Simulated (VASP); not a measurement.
# PbSe (P6_3mc) in VASP: a series of runs

PbSe is run at these levels: PBE, r2SCAN; tasks: single point.

Everything below comes from runs of VASP 6.6.1. Logs are shortened: lines on timing, memory, paths and dates and some standing lists are left out, and cuts for length are marked.

### Step 1. The cell of the first run

It takes space group P6_3mc (No. 186, hexagonal). The conventional cell has a = 5.174 Å, b = 5.174 Å, c = 6.215 Å, α = 90.00°, β = 90.00°, γ = 120.00°. Pb (site symmetry 3m) has 5 Se at 2.99 to 3.14 Å within 3.9 Å. Within 3.9 Å of Se (site symmetry 3m) lie 5 Pb at 2.99 to 3.14 Å.

### Step 2. Single point, PBE

INCAR

```
SYSTEM = PbSe
PREC     = Accurate       ! precision mode
ENCUT    = 520            ! plane-wave cutoff, eV
EDIFF    = 1E-6           ! SCF threshold, eV
ISMEAR   = 0              ! smearing method
SIGMA    = 0.01           ! smearing width, eV
LREAL    = .False.        ! projectors in reciprocal space
LASPH    = .True.         ! aspherical terms in the spheres
NELM     = 60             ! most SCF steps
ALGO     = Normal         ! electronic algorithm
ISIF     = 2              ! what is computed and relaxed
LWAVE    = .False.        ! write WAVECAR
LCHARG   = .True.         ! write CHGCAR
GGA      = PE             ! functional
LELF     = .True.         ! ELF
LVHAR    = .True.       
NBANDS   = 28             ! bands
```

KPOINTS

```
Automatic mesh
0
Gamma
  6 6 4
  0 0 0
```

POSCAR

```
PbSe
1.0
    5.1741442664      0.0000000000      0.0000000000
   -2.5870721332      4.4809403775      0.0000000000
    0.0000000000      0.0000000000      6.2147757150
Pb Se
2 2
Direct
    0.3333333333      0.6666666667     -0.0648971074
    0.6666666667      0.3333333333      0.4351028926
    0.3333333333      0.6666666667      0.4398971074
    0.6666666667      0.3333333333      0.9398971074
```

Potentials or basis: VASP PAW PBE potentials, release 64 (Pb_d, Se).

Launch:

```
$ cat potpaw_PBE.64/Pb_d/POTCAR potpaw_PBE.64/Se/POTCAR > POTCAR
$ mpirun -np 1 vasp_std > vasp.out
```

OUTCAR:

```text
SYSTEM = PbSe
   PREC = Accurate
   ENCUT = 520
   EDIFF = 1E-6
   ISMEAR = 0
   LREAL = .False.
   LASPH = .True.
   NELM = 60
   ISIF = 2
   GGA = PE

 ion  position               nearest neighbor table
   1  0.333  0.667  0.935-   4 2.99   4 2.99   4 2.99   3 3.08   3 3.14
   2  0.667  0.333  0.435-   3 2.99   3 2.99   3 2.99   4 3.08   4 3.14
   3  0.333  0.667  0.440-   2 2.99   2 2.99   2 2.99   1 3.08   1 3.14
   4  0.667  0.333  0.940-   1 2.99   1 2.99   1 2.99   2 3.08   2 3.14

  LATTYP: Found a hexagonal cell.
 ALAT       =     5.1741442664
 C/A-ratio  =     1.2011214599

  Lattice vectors:

 A1 = (   5.1741442664,   0.0000000000,   0.0000000000)
 A2 = (  -2.5870721332,   4.4809403775,   0.0000000000)
 A3 = (   0.0000000000,   0.0000000000,   6.2147757150)

Analysis of symmetry for initial positions (statically):
=====================================================================
 Subroutine PRICEL returns:
 Original cell was already a primitive cell.

 Routine SETGRP: Setting up the symmetry group for a
 hexagonal supercell.

 Subroutine GETGRP returns: Found 12 space group operations
 (whereof  6 operations were pure point group operations)
 out of a pool of 24 trial point group operations.

The static configuration has the point symmetry C_3v.
 The point group associated with its full space group is C_6v.

Analysis of symmetry for dynamics (positions and initial velocities):
=====================================================================
 Subroutine PRICEL returns:
 Original cell was already a primitive cell.

 Routine SETGRP: Setting up the symmetry group for a
 hexagonal supercell.

 Subroutine GETGRP returns: Found 12 space group operations
 (whereof  6 operations were pure point group operations)
 out of a pool of 24 trial point group operations.

The dynamic configuration has the point symmetry C_3v.
 The point group associated with its full space group is C_6v.

 Subroutine INISYM returns: Found 12 space group operations
 (whereof  6 operations are pure point group operations),
 and found     1 'primitive' translations

----------------------------------------------------------------------------------------

                                     Primitive cell

  volume of cell :     144.0898

  direct lattice vectors                    reciprocal lattice vectors
     5.174144266  0.000000000  0.000000000     0.193268674  0.111583721  0.000000000
    -2.587072133  4.480940377  0.000000000     0.000000000  0.223167442  0.000000000
     0.000000000  0.000000000  6.214775715     0.000000000  0.000000000  0.160906853

  length of vectors
     5.174144266  5.174144266  6.214775715     0.223167442  0.223167442  0.160906853

  position of ions in fractional coordinates (direct lattice)
     0.333333333  0.666666667  0.935102893
     0.666666667  0.333333333  0.435102893
     0.333333333  0.666666667  0.439897107
     0.666666667  0.333333333  0.939897107

  ion indices of the primitive-cell ions
   primitive index   ion index
                 1           1
                 2           2
                 3           3
                 4           4

----------------------------------------------------------------------------------------

 KPOINTS: Automatic mesh

Automatic generation of k-mesh.
 Grid dimensions read from file:
 generate k-points for:    6    6    4

 Generating k-lattice:

  Cartesian coordinates                     Fractional coordinates (reciprocal lattice)
     0.032211446  0.018597287  0.000000000     0.166666667  0.000000000  0.000000000
     0.000000000  0.037194574  0.000000000     0.000000000  0.166666667  0.000000000
     0.000000000  0.000000000  0.040226713     0.000000000  0.000000000  0.250000000

  Length of vectors
     0.037194574  0.037194574  0.040226713

  Shift w.r.t. Gamma in fractional coordinates (k-lattice)
     0.000000000  0.000000000  0.000000000

 Subroutine IBZKPT returns following result:
 ===========================================

 Found     21 irreducible k-points:

 Following reciprocal coordinates:
            Coordinates               Weight
  0.000000  0.000000  0.000000      1.000000
  0.166667 -0.000000  0.000000      6.000000
  0.333333 -0.000000  0.000000      6.000000
  0.500000 -0.000000  0.000000      3.000000
  0.166667  0.166667  0.000000      6.000000
  0.333333  0.166667  0.000000     12.000000
[... 13 lines left out ...]
  0.333333  0.166667  0.500000     12.000000
  0.333333  0.333333  0.500000      2.000000
   k-points           NKPTS =     21   k-points in BZ     NKDIM =     21   number of bands    NBANDS=     28
   number of dos      NEDOS =    301   number of ions     NIONS =      4
   total plane-waves  NPLWV =  76800
   dimension x,y,z NGX =    40 NGY =   40 NGZ =   48
   dimension x,y,z NGXF=    80 NGYF=   80 NGZF=   96
   ions per type =               2   2
   NGX,Y,Z   is equivalent  to a cutoff of  12.85, 12.85, 12.84 a.u.
   NGXF,Y,Z  is equivalent  to a cutoff of  25.70, 25.70, 25.68 a.u.
 SYSTEM =  PbSe
   PREC   = accura    normal or accurate (medium, high low for compatibility)
   ISTART =      0    job   : 0-new  1-cont  2-samecut
   ICHARG =      2    charge: 1-file 2-atom 10-const
   ISPIN  =      1    spin polarized calculation?
   LNONCOLLINEAR =      F non collinear calculations
   LSORBIT =      F    spin-orbit coupling
   LASPH  =      T    aspherical Exc in radial PAW
   ENCUT  =  520.0 eV  38.22 Ry    6.18 a.u.   9.62  9.62 11.56*2*pi/ulx,y,z
   NELM   =     60;   NELMIN=  2; NELMDL= -5     # of ELM steps
   EDIFF  = 0.1E-05   stopping-criterion for ELM
   LREAL  =      F    real-space projection
   EDIFFG = 0.1E-04   stopping-criterion for IOM
   NSW    =      0    number of steps for IOM
   IBRION =     -1    ionic relax: 0-MD 1-quasi-New 2-CG
   NFREE  =      0    steps in history (QN), initial steepest desc. (CG)
   ISIF   =      2    stress and relaxation
   ISYM   =      2    0-nonsym 1-usesym 2-fastsym
   POTIM  = 0.5000    time-step for ionic-motion
   TEBEG  =    0.0;   TEEND  =   0.0 temperature during run
   PSTRESS=    0.0 pullay stress
   NELECT =      40.0000    total number of electrons
   NUPDOWN=      -1.0000    fix difference up-down
   EMIN   =  10.00;   EMAX   =-10.00  energy-range for DOS
   EFERMI =   0.00;   METHOD = LEGACY
   ISMEAR =     0;   SIGMA  =   0.01  broadening in eV -4-tet -1-fermi 0-gaus
   EFERMI_NEDOS =   21; number of points for ismear=-14 and -15
   IALGO  =     38    algorithm
   IMIX   =      4    mixing-type and parameters
     AMIX     =   0.40;   BMIX     =  1.00
     AMIX_MAG =   1.60;   BMIX_MAG =  1.00
  volume/ion in A,a.u.               =      36.02       243.09
  Fermi-wavevector in a.u.,A,eV,Ry     =   1.067949  2.018131 15.517644  1.140515
  Thomas-Fermi vector in A             =   2.203581
   LORBIT       =      0    0 simple, 1 ext, 2 COOP (PROOUT), +10 PAW based schemes
   GGA     = PE    functional components
   LHFCALC =     F    Hartree Fock is set to
   AEXX    =    0.0000 exact exchange contribution
   IVDW    =     0    specifies the selected vdW correction
   LEPSILON=     F    determine dielectric tensor
   LRPA    =     F    only Hartree local field effects (RPA)
 non-spin polarized calculation
 Gauss-broadening in eV      SIGMA  =   0.01
  energy-cutoff  :      520.00
  volume of cell :      144.09
 maximum number of plane-waves:      3912
 NGX is ok and might be reduce to    40
   NGX = 19   NGY = 19   NGZ = 23

 number of electron      40.0000003 magnetization

 Free energy of the ion-electron system (eV)
  ---------------------------------------------------
  ext. energy  EPLUGINS =         0.00000000
  ---------------------------------------------------
  free energy    TOTEN  =       -16.07358309 eV

  energy without entropy =      -16.07358309  energy(sigma->0) =      -16.07358309

 E-fermi :   3.1791     XC(G=0):  -8.2154

 val. band max:        3.0843050101   @ k =   0.3333   0.3333   0.5000
 cond. band min:       4.2493008857   @ k =   0.3333   0.3333   0.5000
 fundamental gap:      1.1649958756
 Fermi energy:         3.1790749515

 k-point     1 :       0.0000    0.0000    0.0000
  band No.  band energies     occupation
      1     -13.7596      2.00000
      2     -13.6821      2.00000
      3     -13.6821      2.00000
      4     -13.6814      2.00000
      5     -13.6814      2.00000
      6     -13.6769      2.00000
[... 20 lines left out ...]
     27       8.8909      0.00000
     28       9.4658      0.00000

 k-point     2 :       0.1667   -0.0000    0.0000
  band No.  band energies     occupation
      1     -13.7580      2.00000
      2     -13.6896      2.00000
      3     -13.6816      2.00000
      4     -13.6785      2.00000
      5     -13.6783      2.00000
      6     -13.6770      2.00000
[... 20 lines left out ...]
     27       8.7984      0.00000
     28       9.1373      0.00000

 k-point     3 :       0.3333   -0.0000    0.0000
  band No.  band energies     occupation
      1     -13.7534      2.00000
      2     -13.7051      2.00000
      3     -13.6809      2.00000
      4     -13.6785      2.00000
      5     -13.6742      2.00000
      6     -13.6708      2.00000
[... 20 lines left out ...]
     27       8.7347      0.00000
     28       9.4639      0.00000

 k-point     4 :       0.5000   -0.0000    0.0000
  band No.  band energies     occupation
      1     -13.7496      2.00000
      2     -13.7141      2.00000
      3     -13.6821      2.00000
      4     -13.6768      2.00000
      5     -13.6729      2.00000
      6     -13.6678      2.00000
[... 20 lines left out ...]
     27       8.5895      0.00000
     28       9.2112      0.00000

 k-point     5 :       0.1667    0.1667    0.0000
  band No.  band energies     occupation
      1     -13.7543      2.00000
      2     -13.7019      2.00000
      3     -13.6810      2.00000
      4     -13.6790      2.00000
      5     -13.6738      2.00000
      6     -13.6737      2.00000
[... 20 lines left out ...]
     27       8.8032      0.00000
     28      10.0298      0.00000

 k-point     6 :       0.3333    0.1667    0.0000
  band No.  band energies     occupation
      1     -13.7468      2.00000
      2     -13.7168      2.00000
      3     -13.6836      2.00000
      4     -13.6783      2.00000
      5     -13.6699      2.00000
      6     -13.6678      2.00000
[... 370 lines left out ...]
      5     -13.6782      2.00000
      6     -13.6782      2.00000
[... 20 lines left out ...]
     27       9.6068      0.00000
     28       9.6068      0.00000

 k-point    19 :       0.1667    0.1667    0.5000
  band No.  band energies     occupation
      1     -13.7050      2.00000
      2     -13.7050      2.00000
      3     -13.6830      2.00000
      4     -13.6830      2.00000
      5     -13.6809      2.00000
      6     -13.6809      2.00000
[... 20 lines left out ...]
     27      10.2244      0.00000
     28      10.2244      0.00000

 k-point    20 :       0.3333    0.1667    0.5000
  band No.  band energies     occupation
      1     -13.7034      2.00000
      2     -13.7034      2.00000
      3     -13.6833      2.00000
      4     -13.6833      2.00000
      5     -13.6781      2.00000
      6     -13.6781      2.00000
[... 20 lines left out ...]
     27       9.6217      0.00000
     28       9.6217      0.00000

 k-point    21 :       0.3333    0.3333    0.5000
  band No.  band energies     occupation
      1     -13.7009      2.00000
      2     -13.7009      2.00000
      3     -13.6858      2.00000
      4     -13.6858      2.00000
      5     -13.6760      2.00000
      6     -13.6760      2.00000
[... 20 lines left out ...]
     27       9.4804      0.00000
     28       9.4804      0.00000

------------------------ aborting loop because EDIFF is reached ----------------------------------------

  FORCE on cell =-STRESS in cart. coord.  units (eV):
  Direction    XX          YY          ZZ          XY          YZ          ZX
  --------------------------------------------------------------------------------------
  -------------------------------------------------------------------------------------
  Total        0.6574814      0.6574814      0.7919888      0.0000000      0.0000000      0.0000000
  in kB        7.3107327      7.3107327      8.8063607      0.0000000      0.0000000      0.0000000
  external PRESSURE =       7.8092753 kB  Pullay stress =       0.0000000 kB

 VOLUME and BASIS-vectors are now :
 -----------------------------------------------------------------------------
  energy-cutoff  :      520.00
  volume of cell :      144.09
      direct lattice vectors                 reciprocal lattice vectors
     5.174144266  0.000000000  0.000000000     0.193268674  0.111583721  0.000000000
    -2.587072133  4.480940377  0.000000000     0.000000000  0.223167442  0.000000000
     0.000000000  0.000000000  6.214775715     0.000000000  0.000000000  0.160906853

 POSITION                                       TOTAL-FORCE (eV/Angst)
 -----------------------------------------------------------------------------------
     -0.00000      2.98729      5.81145         0.000000     -0.000000      0.008003
      2.58707      1.49365      2.70407        -0.000000      0.000000      0.008003
     -0.00000      2.98729      2.73386         0.000000     -0.000000     -0.008003
      2.58707      1.49365      5.84125        -0.000000      0.000000     -0.008003
 -----------------------------------------------------------------------------------
    total drift:                               -0.000000      0.000000     -0.000938

  FREE ENERGIE OF THE ION-ELECTRON SYSTEM (eV)
  ---------------------------------------------------
  free  energy   TOTEN  =       -16.0735830939 eV

  energy  without entropy=      -16.0735830939  energy(sigma->0) =      -16.07358309
```

Run time: 2.4 min. Hardware: 1 thread of AMD EPYC 7R13, shared host; peak memory 0.26 GiB.

Results:

```yaml
Free_energy: -16.0736 eV
Pressure: 0.8 GPa
Largest_force: 0.008 eV/Å
Band_gap_on_the_k_mesh: 1.17 eV, direct
```

Forces on the atoms (eV/Å):
```
Pb   0.000  0.000  0.008
Pb   0.000  0.000  0.008
Se   0.000  0.000 -0.008
Se   0.000  0.000 -0.008
```

Caveat: spin-orbit coupling is left out, which moves the levels of the heavy elements. A k mesh can miss the band edges.

### Step 3. Single point, PBE

INCAR

```
ALGO     = Normal         # electronic algorithm
EDIFF    = 1E-6           # SCF threshold, eV
ENCUT    = 520            # plane-wave cutoff, eV
GGA      = PE             # functional
ISIF     = 2              # what is computed and relaxed
ISMEAR   = 0              # smearing method
LASPH    = True           # aspherical terms in the spheres
LCHARG   = False          # write CHGCAR
LREAL    = False          # projectors in reciprocal space
LWAVE    = False          # write WAVECAR
NBANDS   = 28             # bands
NELM     = 60             # most SCF steps
PREC     = Accurate       # precision mode
SIGMA    = 0.01           # smearing width, eV
```

KPOINTS

```
k-points
0
Gamma
  6 6 4
```

POSCAR is that of step 2.

Potentials or basis: VASP PAW PBE potentials, release 64 (Pb_d, Se).

Launch:

```
$ cat potpaw_PBE.64/Pb_d/POTCAR potpaw_PBE.64/Se/POTCAR > POTCAR
$ mpirun -np 1 vasp_std > vasp.out
```

Run time: 1.9 min. Hardware: 1 thread of AMD EPYC 7R13, shared host; peak memory 0.26 GiB.

It converged, with:

```
Free energy            : -16.0736 eV
Pressure               : 0.8 GPa
Largest force          : 0.008 eV/Å
Band gap on the k mesh : 1.17 eV, direct
```

Forces in eV/Å, atoms in the order of the input:
```
Pb   0.000  0.000  0.008
Pb   0.000  0.000  0.008
Se   0.000  0.000 -0.008
Se   0.000  0.000 -0.008
```

Stress tensor (GPa, compression positive):
```
0.73 0.00 0.00
0.00 0.73 0.00
0.00 0.00 0.88
```

Levels at points of the mesh, in eV from the valence-band top:
```tsv
k point	band 16	band 17	band 18	band 19	band 20	band 21	band 22	band 23	band 24	band 25
(0.00, 0.00, 0.00)	-2.90	-2.90	-1.69	-1.69	-1.68	1.75	1.75	3.20	3.20	4.69
(0.50, 0.00, 0.00)	-3.53	-2.71	-2.09	-2.07	-0.63	2.65	3.23	4.04	4.15	5.06
(0.00, 0.00, 0.50)	-2.31	-2.31	-2.31	-1.29	-1.29	2.14	2.14	2.14	2.14	2.40
(0.50, 0.00, 0.50)	-2.88	-1.71	-1.71	-0.65	-0.65	1.40	1.40	2.96	2.96	4.22
```

Caveat: spin-orbit coupling is left out, which moves the levels of the heavy elements. A k mesh can miss the band edges.

### Step 4. Single point, r2SCAN

POSCAR is that of step 3.

INCAR.step1

```
SYSTEM = PbSe
  PREC = Accurate
  ENCUT = 520
  ISMEAR = 0
  SIGMA = 0.01
  LREAL = .False.
  LASPH = .True.
  NELM = 60
  NBANDS = 28
  GGA = PE
  ALGO = Normal
  EDIFF = 1E-4
  LWAVE = .True.
  LCHARG = .False.
```

INCAR.step2

```
SYSTEM = PbSe
  PREC = Accurate
  ENCUT = 520
  EDIFF = 1E-7
  ISMEAR = 0
  SIGMA = 0.01
  LREAL = .False.
  LASPH = .True.
  NELM = 60
  ALGO = Normal
  ISIF = 2
  LWAVE = .False.
  LCHARG = .False.
  METAGGA = R2SCAN
  LMIXTAU = .True.
  NBANDS = 28
  ISTART = 1
```

KPOINTS

```
regular mesh
0
Gamma
  6 6 4
  0 0 0
```

Launch:

```
$ cat potpaw_PBE.64/Pb_d/POTCAR potpaw_PBE.64/Se/POTCAR > POTCAR
$ cp INCAR.step1 INCAR
$ mpirun -np 1 vasp_std > vasp.out
$ cp INCAR.step2 INCAR
$ mpirun -np 1 vasp_std > vasp.out
```

Run time: 11 min. Hardware: 1 thread of AMD EPYC 7R13, shared host; peak memory 0.3 GiB.

It converged, with:

```
Free energy            : -143.4018 eV
Pressure               : 0.0 GPa
Band gap on the k mesh : 1.48 eV, direct
```

Levels at points of the mesh, in eV from the valence-band top:
```tsv
k point	band 18	band 19	band 20	band 21	band 22	band 23
(0.00, 0.00, 0.00)	-1.82	-1.82	-1.80	1.96	1.96	3.46
(0.50, 0.00, 0.00)	-2.22	-2.12	-0.66	2.93	3.44	4.35
(0.00, 0.00, 0.50)	-2.43	-1.33	-1.33	2.36	2.36	2.36
(0.50, 0.00, 0.50)	-1.80	-0.68	-0.68	1.68	1.68	3.18
```

Caveat: the PAW data sets were made with another functional, which shifts forces and pressure a little; spin-orbit coupling is left out, which moves the levels of the heavy elements.
